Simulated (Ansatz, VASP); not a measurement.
# Re, level by level in two programs

```xyz
2
Lattice="2.7608 0.0000 0.0000 -1.3804 2.3909 0.0000 0.0000 0.0000 4.4582" Properties=species:S:1:pos:R:3 pbc="T T T"
Re    1.3804    0.7970    3.3436
Re    0.0000    1.5939    1.1145
```

Single points on this cell with VASP 6.6.1 and Ansatz 0.2.0. Each row is one pair of runs. Alike in all rows: VASP's potentials, cutoff: VASP PAW PBE potentials, release 64 (Re), 520 eV.

```csv
level,spin,k mesh,smearing,"Ansatz's potentials, cutoff","gap on the k mesh at the Fermi level (eV), VASP","gap on the k mesh at the Fermi level (eV), Ansatz","pressure (GPa), VASP","pressure (GPa), Ansatz"
r2SCAN,off,11 × 11 × 6,"fermi-dirac, width 0.05 eV","Ansatz PAW, 500 eV",none,none,-0.4,-0.4
PBE+D3(BJ),off,11 × 11 × 6,"fermi-dirac, width 0.05 eV","Ansatz PAW, 420 eV",none,none,-1.8,-1.3
revPBE,off,11 × 11 × 6,"fermi-dirac, width 0.05 eV","Ansatz PAW, 420 eV",none,none,8.3,8.8
BLYP+D3(BJ),off,11 × 11 × 6,"fermi-dirac, width 0.05 eV","Ansatz PAW, 420 eV",none,?,4.0,?
HSE06,"non-collinear, zero start, SOC",5 × 5 × 3,"fermi-dirac, width 0.05 eV","Ansatz PAW, 420 eV",-,-,-9.3,-5.9
PBE,off,11 × 11 × 6,"gaussian, width 0.012 eV","Ansatz PAW, 420 eV",none,none,5.5,5.8
```

Problem. Fill in what Ansatz gave in row 4.

Solution. gap on the k mesh at the Fermi level (eV): none; pressure (GPa): 1.5.

VASP's potentials hold 14 valence electrons a cell and Ansatz's 30, so a difference there can come from the potentials and not from the codes.

A gap of «none» marks a metal or a gap that the smearing closes.

The k mesh is coarse in some rows, so the values compare programs but aren't converged.
